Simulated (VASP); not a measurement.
# LiF (Fm-3m) in VASP: further runs, part 3 of 3

VASP 6.6.1. The steps go on from the part before.

### Step 5. Electric field gradients, PBE (volume scaled by 1.01)

Contents of INCAR:

```
PREC     = Accurate       # precision mode
ENCUT    = 520            # plane-wave cutoff, eV
EDIFF    = 1E-8           # SCF threshold, eV
ISMEAR   = -1             # smearing method
SIGMA    = 0.03           # smearing width, eV
LREAL    = False          # projectors in reciprocal space
LASPH    = True           # aspherical terms in the spheres
NELM     = 100            # most SCF steps
ALGO     = Normal         # electronic algorithm
ISIF     = 2              # what is computed and relaxed
LWAVE    = False          # write WAVECAR
LCHARG   = False          # write CHGCAR
GGA      = PE             # functional
LEFG     = True         
NBANDS   = 12             # bands
```

Contents of KPOINTS:

```
regular mesh
0
Gamma
  10 10 10
```

Contents of POSCAR:

```
LiF
1.0
    0.0000000000      2.0206910790      2.0206910790
    2.0206910790      0.0000000000      2.0206910790
    2.0206910790      2.0206910790      0.0000000000
Li F
1 1
Direct
    0.0000000000      0.0000000000      0.0000000000
    0.5000000000      0.5000000000      0.5000000000
```

Potentials or basis: VASP PAW PBE potentials, release 64 (Li_sv, F).

Started as:

```bash
$ cat potpaw_PBE.64/Li_sv/POTCAR potpaw_PBE.64/F/POTCAR > POTCAR
$ mpirun -np 1 vasp_std > vasp.out
```

OUTCAR:

```text
PREC = Accurate
   ENCUT = 520
   EDIFF = 1E-8
   ISMEAR = -1
   LREAL = False
   LASPH = True
   NELM = 100
   ISIF = 2
   GGA = PE

 ion  position               nearest neighbor table
   1  0.000  0.000  0.000-   2 2.02   2 2.02   2 2.02   2 2.02   2 2.02   2 2.02
   2  0.500  0.500  0.500-   1 2.02   1 2.02   1 2.02   1 2.02   1 2.02   1 2.02

  LATTYP: Found a face centered cubic cell.
 ALAT       =     4.0413821580

  Lattice vectors:

 A1 = (   0.0000000000,   2.0206910790,   2.0206910790)
 A2 = (   2.0206910790,   0.0000000000,   2.0206910790)
 A3 = (   2.0206910790,   2.0206910790,   0.0000000000)

Analysis of symmetry for initial positions (statically):
=====================================================================
 Subroutine PRICEL returns:
 Original cell was already a primitive cell.

 Routine SETGRP: Setting up the symmetry group for a
 face centered cubic supercell.

 Subroutine GETGRP returns: Found 48 space group operations
 (whereof 48 operations were pure point group operations)
 out of a pool of 48 trial point group operations.

The static configuration has the point symmetry O_h .

Analysis of symmetry for dynamics (positions and initial velocities):
=====================================================================
 Subroutine PRICEL returns:
 Original cell was already a primitive cell.

 Routine SETGRP: Setting up the symmetry group for a
 face centered cubic supercell.

 Subroutine GETGRP returns: Found 48 space group operations
 (whereof 48 operations were pure point group operations)
 out of a pool of 48 trial point group operations.

[... 505 lines left out ...]
      2     -20.5082      2.00000
      3      -3.3647      2.00000
      4      -1.9377      2.00000
      5      -1.8275      2.00000
      6      11.9101      0.00000
      7      15.6488      0.00000
      8      17.3540      0.00000
      9      18.9739      0.00000
     10      20.0380      0.00000
     11      32.6140      0.00000
     12      33.6567      0.00000

 [... further k-points ...]

------------------------ aborting loop because EDIFF is reached ----------------------------------------

  FORCE on cell =-STRESS in cart. coord.  units (eV):
  Direction    XX          YY          ZZ          XY          YZ          ZX
  --------------------------------------------------------------------------------------
  -------------------------------------------------------------------------------------
  Total        0.0965466      0.0965466      0.0965466      0.0000000      0.0000000     -0.0000000
  in kB        9.3738450      9.3738450      9.3738450      0.0000000      0.0000000     -0.0000000
  external PRESSURE =       9.3738450 kB  Pullay stress =       0.0000000 kB

 VOLUME and BASIS-vectors are now :
 -----------------------------------------------------------------------------
  energy-cutoff  :      520.00
  volume of cell :       16.50
      direct lattice vectors                 reciprocal lattice vectors
     0.000000000  2.020691079  2.020691079    -0.247440099  0.247440099  0.247440099
     2.020691079  0.000000000  2.020691079     0.247440099 -0.247440099  0.247440099
     2.020691079  2.020691079  0.000000000     0.247440099  0.247440099 -0.247440099

 POSITION                                       TOTAL-FORCE (eV/Angst)
 -----------------------------------------------------------------------------------
      0.00000      0.00000      0.00000         0.000000      0.000000      0.000000
      2.02069      2.02069      2.02069        -0.000000     -0.000000     -0.000000
 -----------------------------------------------------------------------------------
    total drift:                               -0.000000     -0.000000      0.000000

  FREE ENERGIE OF THE ION-ELECTRON SYSTEM (eV)
  ---------------------------------------------------
  free  energy   TOTEN  =        -9.6393776001 eV

  energy  without entropy=       -9.6393776001  energy(sigma->0) =       -9.63937760

 Electric field gradients (V/A^2)
---------------------------------------------------------------------
 ion       V_xx      V_yy      V_zz      V_xy      V_xz      V_yz
---------------------------------------------------------------------
   1       0.000    -0.000     0.000    -0.001    -0.001    -0.001
   2       0.000     0.000     0.000    -0.000    -0.000    -0.000
---------------------------------------------------------------------

 Electric field gradients after diagonalization (V/A^2)
 (convention: |V_zz| > |V_xx| > |V_yy|)
----------------------------------------------------------------------
 ion       V_xx      V_yy      V_zz     asymmetry (V_yy - V_xx)/ V_zz
----------------------------------------------------------------------
   1       0.001     0.001    -0.003       0.000
   2       0.000     0.000    -0.000       0.000
----------------------------------------------------------------------

           NMR quadrupolar parameters

 Cq : quadrupolar parameter    Cq=e*Q*V_zz/h
 eta: asymmetry parameters     (V_yy - V_xx)/ V_zz
 Q  : nuclear electric quadrupole moment in mb (millibarn)
----------------------------------------------------------------------
 ion       Cq(MHz)       eta       Q (mb)
----------------------------------------------------------------------
   1      -0.000       0.000       1.000
   2      -0.000       0.000       1.000
----------------------------------------------------------------------
```

It took 7.6 s on 1 thread of AMD EPYC 9R45 (Zen 5), shared host; peak memory 0.1 GiB.

Results:

| Item | Value |
| --- | --- |
| Free energy | -9.6394 eV |
| Band gap on the k mesh | 9.00 eV, direct |

Caveat: the cutoff is under 1.25 times the usual one of these potentials, so pressure, stress and relaxed cells hold a basis-set (Pulay) error; without QUAD_EFG the Cq values of the log hold for a quadrupole moment of 1 mb, not for the nuclei. A k mesh can miss the band edges.

### Step 6. Electric field gradients, PBE (volume scaled by 1.02)

Contents of INCAR:

```
SYSTEM = LiF
ALGO = Normal
EDIFF = 1E-8
ENCUT = 520
GGA = PE
ISIF = 2
ISMEAR = -1
LASPH = .TRUE.
LCHARG = .FALSE.
LEFG = .TRUE.
LREAL = .FALSE.
LWAVE = .FALSE.
NBANDS = 12
NELM = 60
PREC = Accurate
SIGMA = 0.03
```

Contents of KPOINTS:

```
k-points
0
G
  10 10 10
  0 0 0
```

Contents of POSCAR:

```
LiF
1.0
    0.0000000000      2.0273381370      2.0273381370
    2.0273381370      0.0000000000      2.0273381370
    2.0273381370      2.0273381370      0.0000000000
Li F
1 1
Direct
    0.0000000000      0.0000000000      0.0000000000
    0.5000000000      0.5000000000      0.5000000000
```

Potentials or basis: VASP PAW PBE potentials, release 64 (Li_sv, F).

Started as:

```bash
$ cat potpaw_PBE.64/Li_sv/POTCAR potpaw_PBE.64/F/POTCAR > POTCAR
$ mpirun -np 1 vasp_std > vasp.out
```

OUTCAR:

```text
SYSTEM = LiF
   EDIFF = 1E-8
   ENCUT = 520
   GGA = PE
   ISIF = 2
   ISMEAR = -1
   LASPH = .TRUE.
   LREAL = .FALSE.
   NELM = 60
   PREC = Accurate

 ion  position               nearest neighbor table
   1  0.000  0.000  0.000-   2 2.03   2 2.03   2 2.03   2 2.03   2 2.03   2 2.03
   2  0.500  0.500  0.500-   1 2.03   1 2.03   1 2.03   1 2.03   1 2.03   1 2.03

  LATTYP: Found a face centered cubic cell.
 ALAT       =     4.0546762740

  Lattice vectors:

 A1 = (   0.0000000000,   2.0273381370,   2.0273381370)
[... 575 lines left out ...]
  ---------------------------------------------------
  free  energy   TOTEN  =        -9.6404967944 eV

  energy  without entropy=       -9.6404967944  energy(sigma->0) =       -9.64049679

 Electric field gradients (V/A^2)
---------------------------------------------------------------------
 ion       V_xx      V_yy      V_zz      V_xy      V_xz      V_yz
---------------------------------------------------------------------
   1      -0.000     0.000    -0.000    -0.002    -0.002    -0.002
   2      -0.000    -0.000     0.000    -0.001    -0.001    -0.001
---------------------------------------------------------------------

 Electric field gradients after diagonalization (V/A^2)
 (convention: |V_zz| > |V_xx| > |V_yy|)
----------------------------------------------------------------------
 ion       V_xx      V_yy      V_zz     asymmetry (V_yy - V_xx)/ V_zz
----------------------------------------------------------------------
   1       0.002     0.002    -0.003       0.000
   2       0.001     0.001    -0.001       0.000
----------------------------------------------------------------------

           NMR quadrupolar parameters

 Cq : quadrupolar parameter    Cq=e*Q*V_zz/h
 eta: asymmetry parameters     (V_yy - V_xx)/ V_zz
 Q  : nuclear electric quadrupole moment in mb (millibarn)
----------------------------------------------------------------------
 ion       Cq(MHz)       eta       Q (mb)
----------------------------------------------------------------------
   1      -0.000       0.000       1.000
   2      -0.000       0.000       1.000
----------------------------------------------------------------------
```

It took 16 s on 1 thread of Intel Xeon Platinum 8259CL at 2.50GHz (Skylake/Cascade Lake), shared host; peak memory 0.13 GiB.

What came out:

```
Free energy            : -9.6405 eV
Band gap on the k mesh : 8.91 eV, direct
```

Caveat: the cutoff is under 1.25 times the usual one of these potentials, so pressure, stress and relaxed cells hold a basis-set (Pulay) error; without QUAD_EFG the Cq values of the log hold for a quadrupole moment of 1 mb, not for the nuclei.

### Step 7. The runs side by side

```tsv
cell	gap on the mesh (eV)
a = 2.810 Å, angles 60.0°, 2 atoms	9.46
a = 2.790 Å, angles 60.0°, 2 atoms	9.66
a = 2.829 Å, angles 60.0°, 2 atoms	9.28
a = 2.858 Å, angles 60.0°, 2 atoms	9.00
a = 2.867 Å, angles 60.0°, 2 atoms	8.91
```

Alike in all rows: task electric field gradients; level PBE; potentials or basis VASP PAW PBE potentials, release 64 (Li_sv, F); no spin polarisation; k mesh 10 × 10 × 10; cutoff (eV) 520; smearing fermi-dirac 0.03 eV.

Caveats: the cutoff is under 1.25 times the usual one of these potentials, so pressure, stress and relaxed cells hold a basis-set (Pulay) error.

Absolute energies hang on the potentials; compare differences alone.
